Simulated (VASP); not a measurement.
## Ir: single point with PBE

Ir:

```
CELL_PARAMETERS angstrom
0.00000 1.82371 2.01568
1.82371 0.00000 2.01568
1.82371 1.82371 0.00000
ATOMIC_POSITIONS crystal
Ir 0.00000 0.00000 0.00000
```

This cell differs from its parent crystal: strain -0.050 along x and y, +0.050 along z.

```yaml
Program: VASP 6.6.1
Task: single point
Functional: PBE
Potentials_or_basis: VASP PAW PBE potentials, release 64 (Ir)
Cutoff: 520 eV
k_mesh: 22 × 22 × 22
Occupations: gaussian, width 0.15 eV
Spin: no spin polarisation
```

* Pressure: 36.8 GPa
* Band gap on the k mesh: zero (an odd number of electrons rules out a gap without spin polarisation)

Stress tensor (GPa, compression positive):
```
51.80  0.00  0.00
 0.00 51.80  0.00
 0.00  0.00  6.88
```

Levels at points of the mesh, in eV from the Fermi level:
```
           k point  band 1  band 2  band 3  band 4  band 5  band 6  band 7  band 8  band 9
(0.00, 0.00, 0.00)  -11.66   -5.10   -3.60   -3.60   -2.31   -0.32   14.42   18.07   21.32
(0.50, 0.00, 0.00)   -8.63   -4.98   -3.54   -0.82    0.70    1.35    8.01   13.60   19.82
(0.50, 0.50, 0.00)   -8.59   -7.87    0.36    1.19    1.58    1.58    9.46   13.30   13.30
(0.50, 0.00, 0.50)   -8.49   -7.85    0.78    0.88    2.48    2.52   10.86   12.14   12.38
```

Run time: 2.7 min on 1 thread of Intel Xeon 8259CL, on a shared host, peak memory 0.23 GiB.

Caveat: the cell differs from its parent crystal (strain -0.050 along x and y, +0.050 along z); the cell stands under pressure; spin-orbit coupling is left out, which moves the levels of the heavy elements.
